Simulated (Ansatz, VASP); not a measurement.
# BeS in VASP and in Ansatz

INCAR

```
SYSTEM = BeS
ALGO = Normal
EDIFF = 1E-6
ENCUT = 520
GGA = PE
ISIF = 2
ISMEAR = 0
LASPH = .TRUE.
LCHARG = .FALSE.
LREAL = .FALSE.
LWAVE = .FALSE.
NBANDS = 11
NELM = 100
PREC = Accurate
SIGMA = 0.01
```

The input KPOINTS:

```
k-points
0
G
  8 8 8
  0 0 0
```

The input POSCAR:

```
BeS
1.0
    0.0000000000      2.3600074263      2.3600074263
    2.3600074263      0.0000000000      2.3600074263
    2.3600074263      2.3600074263      0.0000000000
Be S
1 1
Direct
    0.0000000000      0.0000000000      0.0000000000
    0.5000000000      0.5000000000      0.5000000000
```

Input for Ansatz:

```yaml
crystal:
  lattice:
    - [0.0, 2.3600074263, 2.3600074263]
    - [2.3600074263, 0.0, 2.3600074263]
    - [2.3600074263, 2.3600074263, 0.0]
  atoms:
    - { symbol: Be, position: [0.0, 0.0, 0.0] }
    - { symbol: S, position: [0.5, 0.5, 0.5] }
kpoints:
  mp_grid: { grid: [8, 8, 8] }
hamiltonian:
  xc: pbe
scf:
  occupations: { method: fixed }
  n_extra_bands: 4
output:
  forces: true
  stress: true
  eigenvalues: true
```

Alike in both runs: task single point; functional PBE; k mesh 8 × 8 × 8; no spin polarisation.

|  | VASP | Ansatz |
| --- | --- | --- |
| version | VASP 6.6.1 | Ansatz 0.2.0 |
| potentials or method | VASP PAW PBE potentials, release 64 (Be, S) | plane waves, PAW |
| plane-wave cutoff (eV) | 520 | 420 |
| occupations | gaussian, width 0.01 eV | fixed |
| valence electrons in the cell | 8 | 8 |

|  | VASP | Ansatz | Ansatz less VASP |
| --- | --- | --- | --- |
| gap on the k mesh at the Fermi level (eV) | 0.97 | 0.96 | -0.005 |
| pressure (GPa) | -5.7 | -5.6 | +0.09 |
